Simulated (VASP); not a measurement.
A run of VASP 6.6.1 is set up as follows.

Contents of POSCAR:

```
CdS
1.0
    0.0000000000      2.7291943631      2.7291943631
    2.7291943631      0.0000000000      2.7291943631
    2.7291943631      2.7291943631      0.0000000000
Cd S
1 1
Direct
    0.0000000000      0.0000000000      0.0000000000
    0.5000000000      0.5000000000      0.5000000000
```

INCAR.step1

```
SYSTEM = CdS
  PREC = Accurate
  ENCUT = 520
  EDIFF = 1E-5
  ISMEAR = -1
  SIGMA = 0.05
  LREAL = .False.
  LASPH = .True.
  NELM = 100
  ALGO = Normal
  ISIF = 2
  LWAVE = .True.
  LCHARG = .False.
  NBANDS = 16
  GGA = PE
```

INCAR.step2

```
SYSTEM = CdS
  PREC = Accurate
  ENCUT = 520
  EDIFF = 1E-6
  ISMEAR = -1
  SIGMA = 0.05
  LREAL = .False.
  LASPH = .True.
  NELM = 100
  ALGO = Normal
  ISIF = 2
  LWAVE = .False.
  LCHARG = .False.
  GGA = PE
  LHFCALC = .True.
  AEXX = 0.25
  PRECFOCK = Normal
  NBANDS = 16
  ISTART = 1
```

KPOINTS

```
regular mesh
0
Gamma
  4 4 4
  0 0 0
```

Potentials or basis: VASP PAW PBE potentials, release 64 (Cd, S).

Run with:

```console
$ cat potpaw_PBE.64/Cd/POTCAR potpaw_PBE.64/S/POTCAR > POTCAR
$ cp INCAR.step1 INCAR
$ mpirun -np 1 vasp_std > vasp.out
$ cp INCAR.step2 INCAR
$ mpirun -np 1 vasp_std > vasp.out
```

Question: Predict the pressure.

Answer: 0.3 GPa.

Question: Predict the band gap on the k mesh.

Answer: 1.96 eV (least direct gap 3.48 eV).

Caveat: the k points lie up to 0.50 Å⁻¹ apart; the PAW data sets were made with another functional, which shifts forces and pressure a little. A k mesh can miss the band edges.
